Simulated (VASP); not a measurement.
# Cu (P6_3/mmc) in VASP: settings compared, part 2 of 2

VASP 6.6.1.

### 4 Single point, PBE0

This run uses another cell than the first one, of 12.12 Å³/atom.

File POSCAR:

```
Cu
1.0
    2.5837974578      0.0000000000      0.0000000000
   -1.2918987289      2.2376342367      0.0000000000
    0.0000000000      0.0000000000      4.1932301247
Cu
2
Direct
    0.6666666667      0.3333333333      0.7500000000
    0.3333333333      0.6666666667      0.2500000000
```

File INCAR.step1:

```
SYSTEM = Cu
PREC = Accurate
ENCUT = 520
EDIFF = 1E-5
ISMEAR = -1
SIGMA = 0.05
LREAL = .False.
LASPH = .True.
NELM = 60
ALGO = Normal
ISIF = 2
LWAVE = .True.
GGA = PE
NBANDS = 18
```

File INCAR.step2:

```
SYSTEM = Cu
PREC = Accurate
ENCUT = 520
EDIFF = 1E-6
ISMEAR = -1
SIGMA = 0.05
LREAL = .False.
LASPH = .True.
NELM = 60
ALGO = Normal
ISIF = 2
LWAVE = .False.
LCHARG = .True.
GGA = PE
LHFCALC = .True.
AEXX = 0.25
PRECFOCK = Normal
LELF = .True.
LVHAR = .True.
ISTART = 1
NBANDS = 18
```

File KPOINTS:

```
Automatic mesh
0
Gamma
  8 8 4
  0 0 0
```

Potentials or basis: VASP PAW PBE potentials, release 64 (Cu).

Run with:

```sh
$ cat potpaw_PBE.64/Cu/POTCAR > POTCAR
$ cp INCAR.step1 INCAR
$ mpirun -np 1 vasp_std > vasp.out
$ cp INCAR.step2 INCAR
$ mpirun -np 1 vasp_std > vasp.out
```

OUTCAR:

```text
SYSTEM = Cu
   PREC = Accurate
   ENCUT = 520
   EDIFF = 1E-6
   ISMEAR = -1
   LREAL = .False.
   LASPH = .True.
   NELM = 60
   ISIF = 2
   GGA = PE
   LHFCALC = .True.
   AEXX = 0.25
   PRECFOCK = Normal
   ISTART = 1

 ion  position               nearest neighbor table
   1  0.667  0.333  0.750-   2 2.57   2 2.57   2 2.57   2 2.57   2 2.57   2 2.57
   2  0.333  0.667  0.250-   1 2.57   1 2.57   1 2.57   1 2.57   1 2.57   1 2.57

  LATTYP: Found a hexagonal cell.
 ALAT       =     2.5837974578
 C/A-ratio  =     1.6228942838

  Lattice vectors:

 A1 = (   2.5837974578,   0.0000000000,   0.0000000000)
 A2 = (  -1.2918987289,   2.2376342367,   0.0000000000)
 A3 = (   0.0000000000,   0.0000000000,   4.1932301247)

Analysis of symmetry for initial positions (statically):
=====================================================================
 Subroutine PRICEL returns:
 Original cell was already a primitive cell.

 Routine SETGRP: Setting up the symmetry group for a
 hexagonal supercell.

 Subroutine GETGRP returns: Found 24 space group operations
 (whereof 12 operations were pure point group operations)
 out of a pool of 24 trial point group operations.

The static configuration has the point symmetry D_3d.
 The point group associated with its full space group is D_6h.

Analysis of symmetry for dynamics (positions and initial velocities):
=====================================================================
 Subroutine PRICEL returns:
 Original cell was already a primitive cell.

 Routine SETGRP: Setting up the symmetry group for a
 hexagonal supercell.

 Subroutine GETGRP returns: Found 24 space group operations
 (whereof 12 operations were pure point group operations)
 out of a pool of 24 trial point group operations.

The dynamic configuration has the point symmetry D_3d.
 The point group associated with its full space group is D_6h.

 Subroutine INISYM returns: Found 24 space group operations
 (whereof 12 operations are pure point group operations),
 and found     1 'primitive' translations

[... 120 lines left out ...]
   LHFCALC =     T    Hartree Fock is set to
   PRECFOCK=normal    Normal, Fast or Accurate (Low or Medium for compatibility)
   ENCUT4O =  -1.0   cutoff for four orbital integrals eV
   NKREDX  =     1    reduce k-point grid by
   NKREDY  =     1    reduce k-point grid by
   NKREDZ  =     1    reduce k-point grid by
   AEXX    =    0.2500 exact exchange contribution
   HFSCREEN=    0.0000 screening length (either q_TF or 0.3 A-1)
   HFSCREENC=   0.0000 screening length for correlation (either q_TF or 0.3 A-1)
   ENCUTFOCK=  -1.0 apply spherical cutoff to Coloumb kernel
   IVDW    =     0    specifies the selected vdW correction
   LEPSILON=     F    determine dielectric tensor
   LRPA    =     F    only Hartree local field effects (RPA)
 non-spin polarized calculation
  energy-cutoff  :      520.00
  volume of cell :       24.24
 maximum number of plane-waves:       671
 NGX is ok and might be reduce to    20
  NGX = 16; NGY = 16; NGZ = 24

 number of electron      22.0000017 magnetization

 Free energy of the ion-electron system (eV)
  ---------------------------------------------------
  ext. energy  EPLUGINS =         0.00000000
  ---------------------------------------------------
  free energy    TOTEN  =        -7.66675980 eV

  energy without entropy =       -7.65998970  energy(sigma->0) =       -7.66337475

 E-fermi :   6.5786     XC(G=0):  -9.7939

 val. band max:        6.5601286629   @ k =   0.3750   0.1250   0.2500
 cond. band min:       7.0486347860   @ k =   0.5000   0.0000   0.0000
 fundamental gap:      0.4885061231
 Fermi energy:         6.5785772693

 k-point     1 :       0.0000    0.0000    0.0000
  band No.  band energies     occupation
      1      -3.5405      2.00000
      2       0.3556      2.00000
      3       2.2818      2.00000
      4       2.3160      2.00000
      5       2.3160      2.00000
      6       2.5267      2.00000
[... 481 lines left out ...]
      5       2.8983      2.00000
      6       2.8983      2.00000
[... 10 lines left out ...]
     17      25.2334      0.00000
     18      25.2334      0.00000

 [... further k-points ...]

------------------------ aborting loop because EDIFF is reached ----------------------------------------

  FORCE on cell =-STRESS in cart. coord.  units (eV):
  Direction    XX          YY          ZZ          XY          YZ          ZX
  --------------------------------------------------------------------------------------
  -------------------------------------------------------------------------------------
  Total       -0.0618040     -0.0618040     -0.1471513      0.0000000      0.0000000      0.0000000
  in kB       -4.0844224     -4.0844224     -9.7247525      0.0000000      0.0000000      0.0000000
  external PRESSURE =      -5.9645324 kB  Pullay stress =       0.0000000 kB

 VOLUME and BASIS-vectors are now :
 -----------------------------------------------------------------------------
  energy-cutoff  :      520.00
  volume of cell :       24.24
      direct lattice vectors                 reciprocal lattice vectors
     2.583797458  0.000000000  0.000000000     0.387027240  0.223450281  0.000000000
    -1.291898729  2.237634237  0.000000000     0.000000000  0.446900563  0.000000000
     0.000000000  0.000000000  4.193230125     0.000000000  0.000000000  0.238479637

 POSITION                                       TOTAL-FORCE (eV/Angst)
 -----------------------------------------------------------------------------------
      1.29190      0.74588      3.14492         0.000000     -0.000000     -0.000000
     -0.00000      1.49176      1.04831        -0.000000      0.000000      0.000000
 -----------------------------------------------------------------------------------
    total drift:                                0.000000     -0.000000     -0.000000

  FREE ENERGIE OF THE ION-ELECTRON SYSTEM (eV)
  ---------------------------------------------------
  free  energy   TOTEN  =        -7.6667598036 eV

  energy  without entropy=       -7.6599896998  energy(sigma->0) =       -7.66337475
```

OSZICAR.step1:

```text
N       E                     dE             d eps       ncg     rms          rms(c)
DAV:   1     0.123713751302E+03    0.12371E+03   -0.10208E+04  1144   0.212E+03
DAV:   2    -0.289189012705E+01   -0.12661E+03   -0.12055E+03  1086   0.285E+02
DAV:   3    -0.913625971481E+01   -0.62444E+01   -0.59757E+01  1236   0.852E+01
DAV:   4    -0.920555993267E+01   -0.69300E-01   -0.69248E-01  1312   0.973E+00
DAV:   5    -0.920643151814E+01   -0.87159E-03   -0.87156E-03  1322   0.942E-01    0.109E+01
DAV:   6    -0.822548230495E+01    0.98095E+00   -0.11572E+01  1154   0.973E+01    0.587E+00
DAV:   7    -0.743641686982E+01    0.78907E+00   -0.24086E+00  1172   0.409E+01    0.712E-01
DAV:   8    -0.741933113599E+01    0.17086E-01   -0.22209E-02  1538   0.216E+00    0.526E-01
DAV:   9    -0.741459796281E+01    0.47332E-02   -0.83931E-03  1238   0.259E+00    0.378E-02
DAV:  10    -0.741462322141E+01   -0.25259E-04   -0.24324E-04  1662   0.275E-01    0.101E-02
DAV:  11    -0.741462269598E+01    0.52543E-06   -0.51476E-06   774   0.692E-02
   1 F= -.74146227E+01 E0= -.74078489E+01  d E =-.135476E-01
```

It took 2 h on 1 thread of Oxide Virtual Turin-like, shared host; peak memory 0.13 GiB.

What came out:

```
Free energy            : -7.6668 eV
Pressure               : -0.6 GPa
Band gap on the k mesh : zero (bands 11 and 12 overlap by 7.52 eV)
```

Levels at points of the mesh, in eV from the Fermi level:
```csv
k point,band 9,band 10,band 11,band 12,band 13,band 14
"(0.00, 0.00, 0.00)",-3.80,-2.91,-2.91,-0.63,5.25,23.02
"(0.50, 0.00, 0.00)",-2.80,-2.71,0.47,2.51,9.47,9.96
"(0.00, 0.00, 0.50)",-3.20,-3.20,-3.20,-3.20,14.49,14.49
"(0.50, 0.00, 0.50)",-2.74,-2.74,1.47,1.47,6.30,6.30
```

Caveat: the k points lie up to 0.37 Å⁻¹ apart, too coarse for converged energies and pressures of a metal; the PAW data sets were made with another functional, which shifts forces and pressure a little.

### 5 Summary

| level | potentials or basis | cell | k mesh | cutoff (eV) | grid for exact exchange (PRECFOCK) | share of exact exchange | gap on the mesh (eV) | pressure (GPa) |
| --- | --- | --- | --- | --- | --- | --- | --- | --- |
| HF | VASP PAW PBE potentials, release 64 (Cu) | a = 2.860, b = 2.860, c = 4.481 Å, angles 90.0, 90.0, 120.0°, 2 atoms | 6 × 6 × 4 | 520 | Normal | 1 | none | -0.8 |
| r2SCAN | VASP PAW PBE potentials, release 64 (Cu_sv_GW) | a = 2.584, b = 2.584, c = 4.193 Å, angles 90.0, 90.0, 120.0°, 2 atoms | 12 × 12 × 7 | 900 | - | - | none | -8.6 |
| PBE0 | VASP PAW PBE potentials, release 64 (Cu) | a = 2.584, b = 2.584, c = 4.193 Å, angles 90.0, 90.0, 120.0°, 2 atoms | 8 × 8 × 4 | 520 | Normal | 0.25 | none | -0.6 |

Alike in all rows: task single point; no spin polarisation; smearing fermi-dirac 0.05 eV.

Caveats: some runs use coarse meshes; the PAW data sets were made with another functional, which shifts forces and pressure a little; the cell stands under tension (at least some runs).

Total energies depend on the potentials used, so only differences within one code and one set of settings carry meaning.

The gap in the log of VASP goes by the Fermi energy; the results here count the filled bands.